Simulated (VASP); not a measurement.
Wanted: the native input for a VASP 6.6.1 run.

| Item | Value |
| --- | --- |
| Task | single point |
| Functional | PBE |
| Potentials or basis | VASP PAW PBE potentials, release 64 (B, N) |
| Cutoff | 520 eV |
| k mesh | 12 × 12 × 4 |
| Occupations | gaussian, width 0.05 eV |
| Spin | no spin polarisation |
| Dipole correction | no |
| Further INCAR settings | ALGO = Normal; EDIFF = 1e-07; NBANDS = 16 |

The structure of BN lies in POSCAR:

```
BN
1.0
    2.4100920154      0.0000000000      0.0000000000
   -1.2050460077      2.0872009108      0.0000000000
    0.0000000000      0.0000000000      6.6612000000
B N
2 2
Direct
    0.3333333333      0.6666666667      0.2500000000
    0.6666666667      0.3333333333      0.7500000000
    0.3333333333      0.6666666667      0.7500000000
    0.6666666667      0.3333333333      0.2500000000
```

This cell differs from its parent crystal: strain -0.0375 x Voigt [1, 1, 0, 0, 0, 0].

These files were run (other wordings do the same):

INCAR

```
SYSTEM = BN
PREC = Accurate ; ENCUT = 520
EDIFF = 1E-7 ; ISMEAR = 0
SIGMA = 0.05 ; LREAL = .FALSE.
LASPH = .TRUE. ; NELM = 80
ALGO = Normal ; ISIF = 2
LWAVE = .FALSE. ; LCHARG = .TRUE.
GGA = PE ; LELF = .TRUE.
LVHAR = .TRUE. ; NBANDS = 16
```

KPOINTS

```
Automatic mesh
0
G
  12 12 4
  0 0 0
```

Potentials or basis: VASP PAW PBE potentials, release 64 (B, N).

The run is started by

```console
$ cat potpaw_PBE.64/B/POTCAR potpaw_PBE.64/N/POTCAR > POTCAR
$ mpirun -np 1 vasp_std > vasp.out
```

Results of the run:

The pressure is 36.2 GPa and the band gap on the k mesh is 4.46 eV, indirect (least direct gap 4.93 eV).

Caveat: the cell differs from its parent crystal (strain -0.0375 x Voigt [1, 1, 0, 0, 0, 0]); this functional lacks dispersion, which binds the layers, so the pressure and a relaxed spacing across them are unreliable.

It took 46 s on 1 thread of Intel Xeon 8259CL, with other jobs on the host, peak memory 0.15 GiB.
